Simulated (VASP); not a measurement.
# Pt (Im-3m) in VASP: notebook

Runs on Pt. Level: PBEsol. Tasks: single point, relaxation of cell and atoms.

All numbers are computed with VASP 6.6.1; they aren't measurements. Logs are shortened: lines on timing, memory, paths and dates and some standing lists are left out, and cuts for length are marked.

## (1) The cell of the first run

The structure is cubic, space group Im-3m (No. 229). Conventional cell: a = 3.114 Å, b = 3.114 Å, c = 3.114 Å, α = 90.00°, β = 90.00°, γ = 90.00°. Pt (site symmetry m-3m) has 14 Pt at 2.70 to 3.11 Å within 3.6 Å.

This isn't the form of Pt at room conditions, which is fcc.

## (2) Single point, PBEsol

Input file INCAR:

```
SYSTEM = Pt
PREC = Accurate
ENCUT = 500
EDIFF = 1E-6
ISMEAR = 0
SIGMA = 0.1
LREAL = .False.
LASPH = .True.
NELM = 120
ALGO = Normal
ISIF = 2
LWAVE = .False.
LCHARG = .True.
GGA = PS
LELF = .True.
LVHAR = .True.
NBANDS = 11
GGA_COMPAT = .False.
```

Input file KPOINTS:

```
regular mesh
0
Gamma
  8 8 8
  0 0 0
```

Input file POSCAR:

```
Pt
1.0
   -1.5570610896      1.5570610896      1.5570610896
    1.5570610896     -1.5570610896      1.5570610896
    1.5570610896      1.5570610896     -1.5570610896
Pt
1
Direct
    0.0000000000      0.0000000000      0.0000000000
```

Potentials or basis: VASP PAW PBE potentials, release 64 (Pt).

Run with:

```
$ cat potpaw_PBE.64/Pt/POTCAR > POTCAR
$ mpirun -np 1 vasp_std > vasp.out
```

OUTCAR:

```text
SYSTEM = Pt
   PREC = Accurate
   ENCUT = 500
   EDIFF = 1E-6
   ISMEAR = 0
   LREAL = .False.
   LASPH = .True.
   NELM = 120
   ISIF = 2
   GGA = PS

 ion  position               nearest neighbor table
   1  0.000  0.000  0.000-

  LATTYP: Found a body centered cubic cell.
 ALAT       =     3.1141221792

  Lattice vectors:

 A1 = (  -1.5570610896,   1.5570610896,   1.5570610896)
 A2 = (   1.5570610896,  -1.5570610896,   1.5570610896)
 A3 = (   1.5570610896,   1.5570610896,  -1.5570610896)

Analysis of symmetry for initial positions (statically):
=====================================================================
 Subroutine PRICEL returns:
 Original cell was already a primitive cell.

 Routine SETGRP: Setting up the symmetry group for a
 body centered cubic supercell.

 Subroutine GETGRP returns: Found 48 space group operations
 (whereof 48 operations were pure point group operations)
 out of a pool of 48 trial point group operations.

The static configuration has the point symmetry O_h .

Analysis of symmetry for dynamics (positions and initial velocities):
=====================================================================
 Subroutine PRICEL returns:
 Original cell was already a primitive cell.

 Routine SETGRP: Setting up the symmetry group for a
 body centered cubic supercell.

 Subroutine GETGRP returns: Found 48 space group operations
 (whereof 48 operations were pure point group operations)
 out of a pool of 48 trial point group operations.

The dynamic configuration has the point symmetry O_h .

 Subroutine INISYM returns: Found 48 space group operations
 (whereof 48 operations are pure point group operations),
 and found     1 'primitive' translations

----------------------------------------------------------------------------------------

                                     Primitive cell

  volume of cell :      15.1000

  direct lattice vectors                    reciprocal lattice vectors
    -1.557061090  1.557061090  1.557061090     0.000000000  0.321117780  0.321117780
     1.557061090 -1.557061090  1.557061090     0.321117780  0.000000000  0.321117780
     1.557061090  1.557061090 -1.557061090     0.321117780  0.321117780  0.000000000

  length of vectors
     2.696908918  2.696908918  2.696908918     0.454129119  0.454129119  0.454129119

  position of ions in fractional coordinates (direct lattice)
     0.000000000  0.000000000  0.000000000

  ion indices of the primitive-cell ions
   primitive index   ion index
                 1           1

----------------------------------------------------------------------------------------

 KPOINTS: regular mesh

Automatic generation of k-mesh.
 Grid dimensions read from file:
 generate k-points for:    8    8    8

 Generating k-lattice:

  Cartesian coordinates                     Fractional coordinates (reciprocal lattice)
     0.000000000  0.040139722  0.040139722     0.125000000  0.000000000  0.000000000
     0.040139722  0.000000000  0.040139722     0.000000000  0.125000000  0.000000000
     0.040139722  0.040139722  0.000000000     0.000000000  0.000000000  0.125000000

  Length of vectors
     0.056766140  0.056766140  0.056766140

  Shift w.r.t. Gamma in fractional coordinates (k-lattice)
     0.000000000  0.000000000  0.000000000

 Subroutine IBZKPT returns following result:
 ===========================================

 Found     29 irreducible k-points:

 Following reciprocal coordinates:
            Coordinates               Weight
  0.000000  0.000000  0.000000      1.000000
  0.125000  0.000000  0.000000     12.000000
  0.250000  0.000000  0.000000     12.000000
  0.375000  0.000000  0.000000     12.000000
  0.500000  0.000000  0.000000      6.000000
  0.125000  0.125000  0.000000     24.000000
[... 16 lines left out ...]
 -0.250000  0.250000  0.250000      6.000000
 -0.375000  0.375000  0.250000     24.000000
 [... further k-points ...]
   k-points           NKPTS =     29   k-points in BZ     NKDIM =     29   number of bands    NBANDS=     11
   number of dos      NEDOS =    301   number of ions     NIONS =      1
   total plane-waves  NPLWV =   8000
   dimension x,y,z NGX =    20 NGY =   20 NGZ =   20
   dimension x,y,z NGXF=    40 NGYF=   40 NGZF=   40
   ions per type =               1
   NGX,Y,Z   is equivalent  to a cutoff of  12.33, 12.33, 12.33 a.u.
   NGXF,Y,Z  is equivalent  to a cutoff of  24.66, 24.66, 24.66 a.u.
 SYSTEM =  Pt
   PREC   = accura    normal or accurate (medium, high low for compatibility)
   ISTART =      0    job   : 0-new  1-cont  2-samecut
   ICHARG =      2    charge: 1-file 2-atom 10-const
   ISPIN  =      1    spin polarized calculation?
   LNONCOLLINEAR =      F non collinear calculations
   LSORBIT =      F    spin-orbit coupling
   LASPH  =      T    aspherical Exc in radial PAW
   ENCUT  =  500.0 eV  36.75 Ry    6.06 a.u.   4.92  4.92  4.92*2*pi/ulx,y,z
   NELM   =    120;   NELMIN=  2; NELMDL= -5     # of ELM steps
   EDIFF  = 0.1E-05   stopping-criterion for ELM
   LREAL  =      F    real-space projection
   EDIFFG = 0.1E-04   stopping-criterion for IOM
   NSW    =      0    number of steps for IOM
   IBRION =     -1    ionic relax: 0-MD 1-quasi-New 2-CG
   NFREE  =      0    steps in history (QN), initial steepest desc. (CG)
   ISIF   =      2    stress and relaxation
   ISYM   =      2    0-nonsym 1-usesym 2-fastsym
   POTIM  = 0.5000    time-step for ionic-motion
   TEBEG  =    0.0;   TEEND  =   0.0 temperature during run
   PSTRESS=    0.0 pullay stress
   NELECT =      10.0000    total number of electrons
   NUPDOWN=      -1.0000    fix difference up-down
   EMIN   =  10.00;   EMAX   =-10.00  energy-range for DOS
   EFERMI =   0.00;   METHOD = LEGACY
   ISMEAR =     0;   SIGMA  =   0.10  broadening in eV -4-tet -1-fermi 0-gaus
   EFERMI_NEDOS =   21; number of points for ismear=-14 and -15
   IALGO  =     38    algorithm
   IMIX   =      4    mixing-type and parameters
     AMIX     =   0.40;   BMIX     =  1.00
     AMIX_MAG =   1.60;   BMIX_MAG =  1.00
  volume/ion in A,a.u.               =      15.10       101.90
  Fermi-wavevector in a.u.,A,eV,Ry     =   1.426973  2.696589 27.704901  2.036253
  Thomas-Fermi vector in A             =   2.547193
   LORBIT       =      0    0 simple, 1 ext, 2 COOP (PROOUT), +10 PAW based schemes
   GGA     = PS    functional components
   LHFCALC =     F    Hartree Fock is set to
   AEXX    =    0.0000 exact exchange contribution
   IVDW    =     0    specifies the selected vdW correction
   LEPSILON=     F    determine dielectric tensor
   LRPA    =     F    only Hartree local field effects (RPA)
 non-spin polarized calculation
 Gauss-broadening in eV      SIGMA  =   0.10
  energy-cutoff  :      500.00
  volume of cell :       15.10
 maximum number of plane-waves:       392
   NGX =  9   NGY =  9   NGZ =  9

 number of electron      10.0000000 magnetization

 number of electron       9.9999998 magnetization

 Free energy of the ion-electron system (eV)
  ---------------------------------------------------
  ext. energy  EPLUGINS =         0.00000000
  ---------------------------------------------------
  free energy    TOTEN  =        -6.78185328 eV

  energy without entropy =       -6.76594694  energy(sigma->0) =       -6.77390011

 E-fermi :  10.9048     XC(G=0): -13.6124

 val. band max:       10.9016365832   @ k =  -0.3750   0.3750   0.1250
 cond. band min:      10.9148060593   @ k =   0.2500   0.1250   0.0000
 fundamental gap:      0.0131694761
 Fermi energy:        10.9048302792

 k-point     1 :       0.0000    0.0000    0.0000
  band No.  band energies     occupation
      1       0.8020      2.00000
      2       7.1174      2.00000
      3       7.1174      2.00000
      4       7.1174      2.00000
      5       9.7993      2.00000
      6       9.7993      2.00000
      7      27.9094      0.00000
      8      27.9094      0.00000
      9      27.9094      0.00000
     10      38.4943      0.00000
     11      38.4943      0.00000

 k-point     2 :       0.1250    0.0000    0.0000
  band No.  band energies     occupation
      1       1.4493      2.00000
      2       6.8609      2.00000
      3       7.1011      2.00000
      4       7.6548      2.00000
      5       9.5086      2.00000
      6       9.8201      2.00000
      7      28.1114      0.00000
      8      28.2991      0.00000
      9      28.8859      0.00000
     10      34.6105      0.00000
     11      35.0032      0.00000

 k-point     3 :       0.2500    0.0000    0.0000
  band No.  band energies     occupation
      1       2.9878      2.00000
      2       6.2913      2.00000
      3       7.1398      2.00000
      4       9.1322      2.00000
      5       9.3336      2.00000
      6       9.9131      2.00000
      7      25.7303      0.00000
      8      26.9673      0.00000
      9      31.4896      0.00000
     10      33.1326      0.00000
     11      33.9281      0.00000

 k-point     4 :       0.3750    0.0000    0.0000
  band No.  band energies     occupation
      1       3.8148      2.00000
      2       5.7787      2.00000
      3       8.6472      2.00000
      4       9.6762      2.00000
      5      10.0732      2.00000
      6      11.0181      0.10918
      7      20.6076      0.00000
      8      24.9199      0.00000
      9      28.8894      0.00000
     10      34.7702      0.00000
     11      35.2072      0.00000
[... 239 lines left out ...]
 k-point    22 :       0.2500    0.2500    0.2500
  band No.  band energies     occupation
      1       6.2439      2.00000
      2       6.2439      2.00000
      3       6.2439      2.00000
      4      10.2378      2.00000
      5      10.2378      2.00000
      6      15.7623      0.00000
      7      20.5135      0.00000
      8      20.5135      0.00000
      9      20.5135      0.00000
     10      39.1454      0.00000
     11      39.1454      0.00000

 k-point    23 :      -0.2500    0.2500    0.2500
  band No.  band energies     occupation
      1       4.8161      2.00000
      2       6.6573      2.00000
      3       7.8809      2.00000
      4       7.8809      2.00000
      5       9.0309      2.00000
      6      10.8952      1.10817
      7      25.6463      0.00000
      8      27.8124      0.00000
      9      27.8124      0.00000
     10      28.9983      0.00000
     11      37.3015      0.00000

 k-point    24 :      -0.3750    0.3750    0.2500
  band No.  band energies     occupation
      1       5.3107      2.00000
      2       5.9008      2.00000
      3       7.8908      2.00000
      4       8.5933      2.00000
      5      10.6467      1.99974
      6      12.5737      0.00000
      7      21.9566      0.00000
      8      24.7950      0.00000
      9      27.0647      0.00000
     10      30.1573      0.00000
     11      36.9346      0.00000

 [... further k-points ...]

------------------------ aborting loop because EDIFF is reached ----------------------------------------

  FORCE on cell =-STRESS in cart. coord.  units (eV):
  Direction    XX          YY          ZZ          XY          YZ          ZX
  --------------------------------------------------------------------------------------
  -------------------------------------------------------------------------------------
  Total        0.2821795      0.2821795      0.2821795      0.0000000     -0.0000000      0.0000000
  in kB       29.9405027     29.9405027     29.9405027      0.0000000     -0.0000000      0.0000000
  external PRESSURE =      29.9405027 kB  Pullay stress =       0.0000000 kB

 VOLUME and BASIS-vectors are now :
 -----------------------------------------------------------------------------
  energy-cutoff  :      500.00
  volume of cell :       15.10
      direct lattice vectors                 reciprocal lattice vectors
    -1.557061090  1.557061090  1.557061090     0.000000000  0.321117780  0.321117780
     1.557061090 -1.557061090  1.557061090     0.321117780  0.000000000  0.321117780
     1.557061090  1.557061090 -1.557061090     0.321117780  0.321117780  0.000000000

 POSITION                                       TOTAL-FORCE (eV/Angst)
 -----------------------------------------------------------------------------------
      0.00000      0.00000      0.00000        -0.000000      0.000000      0.000000
 -----------------------------------------------------------------------------------
    total drift:                                0.000000     -0.000000     -0.000000

  FREE ENERGIE OF THE ION-ELECTRON SYSTEM (eV)
  ---------------------------------------------------
  free  energy   TOTEN  =        -6.7818532799 eV

  energy  without entropy=       -6.7659469366  energy(sigma->0) =       -6.77390011
```

It took 7.8 s on 1 thread of AMD EPYC 7R43 (Zen 3), shared host; peak memory 0.09 GiB.

Results:

```yaml
Free_energy: -6.7819 eV
Pressure: 3.0 GPa
Band_gap_on_the_k_mesh: zero (bands 5 and 6 overlap by 2.13 eV)
```

Caveat: the PAW data sets were made with another functional, which shifts forces and pressure a little; spin-orbit coupling is left out, which moves the levels of the heavy elements.

## (3) Single point, PBEsol

This run uses another cell than the first one, of 15.20 Å³/atom.

Input file INCAR:

```
SYSTEM = Pt
PREC     = Accurate       ! precision mode
ENCUT    = 500            ! plane-wave cutoff, eV
EDIFF    = 1E-6           ! SCF threshold, eV
ISMEAR   = 0              ! smearing method
SIGMA    = 0.1            ! smearing width, eV
LREAL    = .FALSE.        ! projectors in reciprocal space
LASPH    = .TRUE.         ! aspherical terms in the spheres
NELM     = 120            ! most SCF steps
ALGO     = Normal         ! electronic algorithm
ISIF     = 2              ! what is computed and relaxed
LWAVE    = .FALSE.        ! write WAVECAR
LCHARG   = .FALSE.        ! write CHGCAR
GGA      = PS             ! functional
NBANDS   = 11             ! bands
GGA_COMPAT= .FALSE.
```

Input file KPOINTS:

```
regular mesh
0
G
  18 18 18
  0 0 0
```

Input file POSCAR:

```
Pt
1.0
   -1.5603896168      1.5603896168      1.5603896168
    1.5603896168     -1.5603896168      1.5603896168
    1.5603896168      1.5603896168     -1.5603896168
Pt
1
Direct
    0.0000000000      0.0000000000      0.0000000000
```

Potentials or basis: VASP PAW PBE potentials, release 64 (Pt).

Run with:

```
$ cat potpaw_PBE.64/Pt/POTCAR > POTCAR
$ mpirun -np 1 vasp_std > vasp.out
```

Run time: 32 s. Hardware: 1 thread of AMD EPYC 7R43 (Zen 3), shared host; peak memory 0.1 GiB.

Results (log left out):

- Free energy: -6.8583 eV
- Pressure: -0.4 GPa
- Band gap on the k mesh: zero (bands 5 and 6 overlap by 2.25 eV)

Levels at points of the mesh, in eV from the Fermi level:
```tsv
k point	band 1	band 2	band 3	band 4	band 5	band 6	band 7	band 8	band 9	band 10
(0.00, 0.00, 0.00)	-10.02	-3.75	-3.75	-3.75	-1.08	-1.08	17.03	17.03	17.03	27.53
(0.50, 0.00, 0.00)	-7.02	-5.27	-1.28	-0.73	0.04	1.10	6.56	13.20	16.09	24.19
(0.50, 0.50, 0.50)	-6.51	-6.51	0.53	0.53	0.53	7.65	7.65	7.65	13.25	19.53
```

Caveat: the PAW data sets were made with another functional, which shifts forces and pressure a little; spin-orbit coupling is left out, which moves the levels of the heavy elements.

## (4) Relaxation of cell and atoms, PBEsol

Input file INCAR:

```
SYSTEM = Pt
  PREC = Accurate
  ENCUT = 500
  EDIFF = 1E-7
  ISMEAR = 0
  SIGMA = 0.1
  LREAL = .FALSE.
  LASPH = .TRUE.
  NELM = 120
  ALGO = Normal
  ISIF = 3
  LWAVE = .FALSE.
  LCHARG = .FALSE.
  GGA = PS
  IBRION = 2
  NSW = 100
  EDIFFG = -0.002
  GGA_COMPAT = .FALSE.
  NELMIN = 4
```

KPOINTS is that of step 3.

Input file POSCAR:

```
Pt
1.0
   -1.5570610896      1.5570610896      1.5570610896
    1.5570610896     -1.5570610896      1.5570610896
    1.5570610896      1.5570610896     -1.5570610896
Pt
1
Direct
    0.0000000000      0.0000000000      0.0000000000
```

Run with:

```
$ cat potpaw_PBE.64/Pt/POTCAR > POTCAR
$ mpirun -np 1 vasp_std > vasp.out
```

Run time: 70 s. Hardware: 1 thread of AMD EPYC 7R43 (Zen 3), shared host; peak memory 0.12 GiB.

It converged, with:

* Free energy: -6.8582 eV
* Relaxed volume: 15.18 Å³/atom
* Relaxed cell: a = 2.701 Å, b = 2.701 Å, c = 2.701 Å, α = 109.47°, β = 109.47°, γ = 109.47°
* Space group after relaxing (to 0.1 Å): Im-3m (No. 229)
* Energy gained by relaxing: 0.3 meV/atom
* Ionic steps: 3
* Pressure after relaxing: 0.0 GPa
* Band gap on the k mesh: zero (bands 5 and 6 overlap by 2.25 eV)

The path:
```
step  energy change (eV)  largest force (eV/Å)  pressure (GPa)  volume (Å³)
   1              0.0000                0.0000            1.44        15.10
   2              0.0024                0.0000           -3.86        15.40
   3             -0.0003                0.0000            0.00        15.18
```

Final structure:
```
Pt
1.0
    -1.55970    1.55970    1.55970
     1.55970   -1.55970    1.55970
     1.55970    1.55970   -1.55970
Pt
1
Direct
  0.00000 0.00000 0.00000
```

Levels at points of the mesh, in eV from the Fermi level:
```tsv
k point	band 2	band 3	band 4	band 5	band 6	band 7	band 8	band 9
(0.00, 0.00, 0.00)	-3.76	-3.76	-3.76	-1.09	-1.09	17.03	17.03	17.03
(0.50, 0.00, 0.00)	-5.28	-1.28	-0.73	0.03	1.10	6.57	13.20	16.11
(0.50, 0.50, 0.50)	-6.53	0.53	0.53	0.53	7.66	7.66	7.66	13.27
```

Caveat: the PAW data sets were made with another functional, which shifts forces and pressure a little; spin-orbit coupling is left out, which moves the levels of the heavy elements.

## (5) Summary

| task | cell | k mesh | gap on the mesh (eV) | pressure (GPa) |
| --- | --- | --- | --- | --- |
| single point | a = 2.697 Å, angles 109.5°, 1 atom | 8 × 8 × 8 | none | 3.0 |
| single point | a = 2.703 Å, angles 109.5°, 1 atom | 18 × 18 × 18 | none | -0.4 |
| relaxation of cell and atoms | relaxed from a = 2.697 Å, angles 109.5°, 1 atom | 18 × 18 × 18 | none | 0.0 |

Alike in all rows: level PBEsol; potentials or basis VASP PAW PBE potentials, release 64 (Pt); no spin polarisation; cutoff (eV) 500; smearing gaussian 0.1 eV.

Caveats: the PAW data sets were made with another functional, which shifts forces and pressure a little; spin-orbit coupling is left out, which moves the levels of the heavy elements.

Total energies depend on the potentials used, so only differences within one code and one set of settings carry meaning.
